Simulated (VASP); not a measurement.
# CO2 (P4_2/mnm) in VASP: a series of runs

The runs below take CO2 through single point, with r2SCAN.

All numbers are computed with VASP 6.6.1; they aren't measurements. Logs are shortened: lines on timing, memory, paths and dates and some standing lists are left out, and cuts for length are marked.

### 1 The cell of the first run

It takes space group P4_2/mnm (No. 136, tetragonal). The conventional cell has a = 4.409 Å, b = 4.409 Å, c = 4.686 Å, α = 90.00°, β = 90.00°, γ = 90.00°. C (site symmetry mmm) has 2 O at 1.16 Å within 1.6 Å. O (site symmetry m2m) has 1 C at 1.16 Å within 1.6 Å.

### 2 Single point, r2SCAN (volume scaled by 1.03, then relaxed in part)

POSCAR

```
CO2
1.0
    4.4094669736      0.0000000000      0.0000000000
    0.0000000000      4.4094669736      0.0000000000
    0.0000000000      0.0000000000      4.6860395195
C O
2 4
Direct
    0.5000000000      0.5000000000      0.5000000000
    0.0000000000      0.0000000000      0.0000000000
    0.3139122261      0.6860877739      0.5000000000
    0.6860877739      0.3139122261      0.5000000000
    0.1860877739      0.1860877739      0.0000000000
    0.8139122261      0.8139122261      0.0000000000
```

INCAR.step1

```
SYSTEM = CO2
ALGO     = Normal         ! electronic algorithm
EDIFF    = 1E-4           ! SCF threshold, eV
ENCUT    = 520            ! plane-wave cutoff, eV
GGA      = PE             ! functional
ISMEAR   = 0              ! smearing method
LASPH    = .True.         ! aspherical terms in the spheres
LCHARG   = .False.        ! write CHGCAR
LREAL    = .False.        ! projectors in reciprocal space
LWAVE    = .True.         ! write WAVECAR
NBANDS   = 25             ! bands
NELM     = 60             ! most SCF steps
PREC     = Accurate       ! precision mode
SIGMA    = 0.02           ! smearing width, eV
```

INCAR.step2

```
SYSTEM = CO2
ALGO     = Normal         ! electronic algorithm
EDIFF    = 1E-6           ! SCF threshold, eV
ENCUT    = 520            ! plane-wave cutoff, eV
ISIF     = 2              ! what is computed and relaxed
ISMEAR   = 0              ! smearing method
ISTART   = 1            
LASPH    = .True.         ! aspherical terms in the spheres
LCHARG   = .False.        ! write CHGCAR
LMIXTAU  = .True.       
LREAL    = .False.        ! projectors in reciprocal space
LWAVE    = .False.        ! write WAVECAR
METAGGA  = R2SCAN         ! meta-GGA
NBANDS   = 25             ! bands
NELM     = 60             ! most SCF steps
PREC     = Accurate       ! precision mode
SIGMA    = 0.02           ! smearing width, eV
```

KPOINTS

```
k-points
0
Gamma
  6 6 6
  0 0 0
```

Potentials or basis: VASP PAW PBE potentials, release 64 (C, O).

Started as:

```bash
cat potpaw_PBE.64/C/POTCAR potpaw_PBE.64/O/POTCAR > POTCAR
cp INCAR.step1 INCAR
mpirun -np 1 vasp_std > vasp.out
cp INCAR.step2 INCAR
mpirun -np 1 vasp_std > vasp.out
```

OUTCAR:

```text
SYSTEM = CO2
   EDIFF = 1E-6
   ENCUT = 520
   ISIF = 2
   ISMEAR = 0
   ISTART = 1
   LASPH = .True.
   LREAL = .False.
   METAGGA = R2SCAN
   NELM = 60
   PREC = Accurate

 ion  position               nearest neighbor table
   1  0.500  0.500  0.500-   3 1.16   4 1.16
   2  0.000  0.000  0.000-   5 1.16   6 1.16
   3  0.314  0.686  0.500-   1 1.16
   4  0.686  0.314  0.500-   1 1.16
   5  0.186  0.186  0.000-   2 1.16
   6  0.814  0.814  0.000-   2 1.16

  LATTYP: Found a simple tetragonal cell.
 ALAT       =     4.4094669736
 C/A-ratio  =     1.0627224441

  Lattice vectors:

 A1 = (   4.4094669736,   0.0000000000,   0.0000000000)
 A2 = (   0.0000000000,   4.4094669736,   0.0000000000)
 A3 = (   0.0000000000,   0.0000000000,   4.6860395195)

Analysis of symmetry for initial positions (statically):
=====================================================================
 Subroutine PRICEL returns:
 Original cell was already a primitive cell.

 Routine SETGRP: Setting up the symmetry group for a
 simple tetragonal supercell.

 Subroutine GETGRP returns: Found 16 space group operations
 (whereof  8 operations were pure point group operations)
 out of a pool of 16 trial point group operations.

The static configuration has the point symmetry D_2h.
 The point group associated with its full space group is D_4h.

Analysis of symmetry for dynamics (positions and initial velocities):
=====================================================================
 Subroutine PRICEL returns:
 Original cell was already a primitive cell.

 Routine SETGRP: Setting up the symmetry group for a
 simple tetragonal supercell.

 Subroutine GETGRP returns: Found 16 space group operations
 (whereof  8 operations were pure point group operations)
 out of a pool of 16 trial point group operations.

The dynamic configuration has the point symmetry D_2h.
 The point group associated with its full space group is D_4h.

 Subroutine INISYM returns: Found 16 space group operations
 (whereof  8 operations are pure point group operations),
 and found     1 'primitive' translations

----------------------------------------------------------------------------------------

                                     Primitive cell

  volume of cell :      91.1125

  direct lattice vectors                    reciprocal lattice vectors
     4.409466974  0.000000000  0.000000000     0.226784781  0.000000000  0.000000000
     0.000000000  4.409466974  0.000000000     0.000000000  0.226784781  0.000000000
     0.000000000  0.000000000  4.686039520     0.000000000  0.000000000  0.213399822

  length of vectors
     4.409466974  4.409466974  4.686039520     0.226784781  0.226784781  0.213399822

  position of ions in fractional coordinates (direct lattice)
     0.500000000  0.500000000  0.500000000
     0.000000000  0.000000000  0.000000000
     0.313912226  0.686087774  0.500000000
     0.686087774  0.313912226  0.500000000
     0.186087774  0.186087774  0.000000000
     0.813912226  0.813912226  0.000000000

  ion indices of the primitive-cell ions
   primitive index   ion index
                 1           1
                 2           2
                 3           3
                 4           4
                 5           5
                 6           6

----------------------------------------------------------------------------------------

 KPOINTS: k-points

Automatic generation of k-mesh.
 Grid dimensions read from file:
 generate k-points for:    6    6    6

 Generating k-lattice:

  Cartesian coordinates                     Fractional coordinates (reciprocal lattice)
     0.037797463  0.000000000  0.000000000     0.166666667  0.000000000  0.000000000
     0.000000000  0.037797463  0.000000000     0.000000000  0.166666667  0.000000000
     0.000000000  0.000000000  0.035566637     0.000000000  0.000000000  0.166666667

  Length of vectors
     0.037797463  0.037797463  0.035566637

  Shift w.r.t. Gamma in fractional coordinates (k-lattice)
     0.000000000  0.000000000  0.000000000

 Subroutine IBZKPT returns following result:
 ===========================================

 Found     40 irreducible k-points:

 Following reciprocal coordinates:
            Coordinates               Weight
  0.000000  0.000000  0.000000      1.000000
  0.166667  0.000000  0.000000      4.000000
  0.333333  0.000000  0.000000      4.000000
  0.500000  0.000000  0.000000      2.000000
  0.166667  0.166667  0.000000      4.000000
  0.333333  0.166667  0.000000      8.000000
[... 16 lines left out ...]
  0.333333  0.000000  0.333333      8.000000
  0.500000  0.000000  0.333333      4.000000
 [... further k-points ...]
   k-points           NKPTS =     40   k-points in BZ     NKDIM =     40   number of bands    NBANDS=     25
   number of dos      NEDOS =    301   number of ions     NIONS =      6
   total plane-waves  NPLWV =  46656
   dimension x,y,z NGX =    36 NGY =   36 NGZ =   36
   dimension x,y,z NGXF=    72 NGYF=   72 NGZF=   72
   ions per type =               2   4
   NGX,Y,Z   is equivalent  to a cutoff of  13.57, 13.57, 12.77 a.u.
   NGXF,Y,Z  is equivalent  to a cutoff of  27.15, 27.15, 25.54 a.u.
 SYSTEM =  CO2
   PREC   = accura    normal or accurate (medium, high low for compatibility)
   ISTART =      1    job   : 0-new  1-cont  2-samecut
   ICHARG =      0    charge: 1-file 2-atom 10-const
   ISPIN  =      1    spin polarized calculation?
   LNONCOLLINEAR =      F non collinear calculations
   LSORBIT =      F    spin-orbit coupling
   LASPH  =      T    aspherical Exc in radial PAW
   ENCUT  =  520.0 eV  38.22 Ry    6.18 a.u.   8.20  8.20  8.71*2*pi/ulx,y,z
   NELM   =     60;   NELMIN=  2; NELMDL=  0     # of ELM steps
   EDIFF  = 0.1E-05   stopping-criterion for ELM
   LREAL  =      F    real-space projection
   EDIFFG = 0.1E-04   stopping-criterion for IOM
   NSW    =      0    number of steps for IOM
   IBRION =     -1    ionic relax: 0-MD 1-quasi-New 2-CG
   NFREE  =      0    steps in history (QN), initial steepest desc. (CG)
   ISIF   =      2    stress and relaxation
   ISYM   =      2    0-nonsym 1-usesym 2-fastsym
   POTIM  = 0.5000    time-step for ionic-motion
   TEBEG  =    0.0;   TEEND  =   0.0 temperature during run
   PSTRESS=    0.0 pullay stress
   NELECT =      32.0000    total number of electrons
   NUPDOWN=      -1.0000    fix difference up-down
   EMIN   =  10.00;   EMAX   =-10.00  energy-range for DOS
   EFERMI =   0.00;   METHOD = LEGACY
   ISMEAR =     0;   SIGMA  =   0.02  broadening in eV -4-tet -1-fermi 0-gaus
   EFERMI_NEDOS =   21; number of points for ismear=-14 and -15
   IALGO  =     38    algorithm
   IMIX   =      4    mixing-type and parameters
     AMIX     =   0.40;   BMIX     =  1.00
     AMIX_MAG =   1.60;   BMIX_MAG =  1.00
  volume/ion in A,a.u.               =      15.19       102.48
  Fermi-wavevector in a.u.,A,eV,Ry     =   1.155045  2.182718 18.151916  1.334128
  Thomas-Fermi vector in A             =   2.291676
   LORBIT       =      0    0 simple, 1 ext, 2 COOP (PROOUT), +10 PAW based schemes
   METAGGA = R2SCAN    functional components
   LHFCALC =     F    Hartree Fock is set to
   AEXX    =    0.0000 exact exchange contribution
   IVDW    =     0    specifies the selected vdW correction
   LEPSILON=     F    determine dielectric tensor
   LRPA    =     F    only Hartree local field effects (RPA)
 non-spin polarized calculation
 Gauss-broadening in eV      SIGMA  =   0.02
  energy-cutoff  :      520.00
  volume of cell :       91.11
 maximum number of plane-waves:      2480
 NGX is ok and might be reduce to    36
   NGX = 17   NGY = 17   NGZ = 17

 number of electron      32.0000014 magnetization

 Free energy of the ion-electron system (eV)
  ---------------------------------------------------
  ext. energy  EPLUGINS =         0.00000000
  ---------------------------------------------------
  free energy    TOTEN  =       -51.47009358 eV

  energy without entropy =      -51.47009358  energy(sigma->0) =      -51.47009358

 E-fermi :  -3.9749     XC(G=0):  -8.1096

 val. band max:       -4.1793452736   @ k =   0.5000   0.5000   0.5000
 cond. band min:       3.0823294044   @ k =   0.0000   0.0000   0.0000
 fundamental gap:      7.2616746780
 Fermi energy:        -3.9748684875

 k-point     1 :       0.0000    0.0000    0.0000
  band No.  band energies     occupation
      1     -26.0915      2.00000
      2     -25.8652      2.00000
      3     -24.8546      2.00000
      4     -24.8546      2.00000
      5      -9.8576      2.00000
      6      -9.5614      2.00000
[... 17 lines left out ...]
     24      12.1735      0.00000
     25      12.2753      0.00000

 k-point     2 :       0.1667    0.0000    0.0000
  band No.  band energies     occupation
      1     -26.0720      2.00000
      2     -25.8743      2.00000
      3     -24.8599      2.00000
      4     -24.8589      2.00000
      5      -9.8218      2.00000
      6      -9.5926      2.00000
[... 17 lines left out ...]
     24      11.7235      0.00000
     25      11.9413      0.00000

 k-point     3 :       0.3333    0.0000    0.0000
  band No.  band energies     occupation
      1     -26.0208      2.00000
      2     -25.9051      2.00000
      3     -24.8708      2.00000
      4     -24.8685      2.00000
      5      -9.7432      2.00000
      6      -9.6457      2.00000
[... 17 lines left out ...]
     24      11.2147      0.00000
     25      11.2899      0.00000

 k-point     4 :       0.5000    0.0000    0.0000
  band No.  band energies     occupation
      1     -25.9580      2.00000
      2     -25.9580      2.00000
      3     -24.8747      2.00000
      4     -24.8747      2.00000
      5      -9.6845      2.00000
      6      -9.6845      2.00000
[... 17 lines left out ...]
     24       9.9750      0.00000
     25      11.3779      0.00000
[... 477 lines left out ...]
 k-point    22 :       0.1667    0.0000    0.3333
  band No.  band energies     occupation
      1     -26.0215      2.00000
      2     -25.9227      2.00000
      3     -24.8597      2.00000
      4     -24.8592      2.00000
      5      -9.8322      2.00000
      6      -9.7057      2.00000
[... 17 lines left out ...]
     24      11.9783      0.00000
     25      12.0308      0.00000

 k-point    23 :       0.3333    0.0000    0.3333
  band No.  band energies     occupation
      1     -25.9890      2.00000
      2     -25.9312      2.00000
      3     -24.8720      2.00000
      4     -24.8708      2.00000
      5      -9.7145      2.00000
      6      -9.6687      2.00000
[... 17 lines left out ...]
     24      10.7169      0.00000
     25      11.6416      0.00000

 k-point    24 :       0.5000    0.0000    0.3333
  band No.  band energies     occupation
      1     -25.9540      2.00000
      2     -25.9540      2.00000
      3     -24.8774      2.00000
      4     -24.8774      2.00000
      5      -9.6330      2.00000
      6      -9.6330      2.00000
[... 17 lines left out ...]
     24       9.4732      0.00000
     25      11.6717      0.00000

 [... further k-points ...]

------------------------ aborting loop because EDIFF is reached ----------------------------------------

  FORCE on cell =-STRESS in cart. coord.  units (eV):
  Direction    XX          YY          ZZ          XY          YZ          ZX
  --------------------------------------------------------------------------------------
  -------------------------------------------------------------------------------------
  Total        1.5448458      1.5448458     -0.3037369      0.0000000      0.0000000      0.0000000
  in kB       27.1654926     27.1654926     -5.3410917      0.0000000      0.0000000      0.0000000
  external PRESSURE =      16.3299645 kB  Pullay stress =       0.0000000 kB

 VOLUME and BASIS-vectors are now :
 -----------------------------------------------------------------------------
  energy-cutoff  :      520.00
  volume of cell :       91.11
      direct lattice vectors                 reciprocal lattice vectors
     4.409466974  0.000000000  0.000000000     0.226784781  0.000000000  0.000000000
     0.000000000  4.409466974  0.000000000     0.000000000  0.226784781  0.000000000
     0.000000000  0.000000000  4.686039520     0.000000000  0.000000000  0.213399822

 POSITION                                       TOTAL-FORCE (eV/Angst)
 -----------------------------------------------------------------------------------
      2.20473      2.20473      2.34302         0.000000      0.000000     -0.000000
      0.00000      0.00000      0.00000         0.000000      0.000000     -0.000000
      1.38419      3.02528      2.34302        -0.560962      0.560962     -0.000000
      3.02528      1.38419      2.34302         0.560962     -0.560962      0.000000
      0.82055      0.82055      0.00000         0.560962      0.560962     -0.000000
      3.58892      3.58892      0.00000        -0.560962     -0.560962      0.000000
 -----------------------------------------------------------------------------------
    total drift:                                0.000000      0.000000      0.000000

  FREE ENERGIE OF THE ION-ELECTRON SYSTEM (eV)
  ---------------------------------------------------
  free  energy   TOTEN  =       -51.4700935758 eV

  energy  without entropy=      -51.4700935758  energy(sigma->0) =      -51.47009358
```

Wall time 6.8 min (1 thread of Oxide Virtual Turin-like, shared host); peak memory 0.21 GiB.

Results:

| Quantity | Value |
| --- | --- |
| Free energy | -51.4701 eV |
| Pressure | 1.6 GPa |
| Largest force | 0.793 eV/Å |
| Band gap on the k mesh | 7.26 eV, indirect (least direct gap 7.60 eV) |

Forces on the atoms (eV/Å):
```
C    0.000  0.000  0.000
C    0.000  0.000  0.000
O   -0.561  0.561  0.000
O    0.561 -0.561  0.000
O    0.561  0.561  0.000
O   -0.561 -0.561  0.000
```

Caveat: the PAW data sets were made with another functional, which shifts forces and pressure a little.

(Continued in part 2 of 2.)
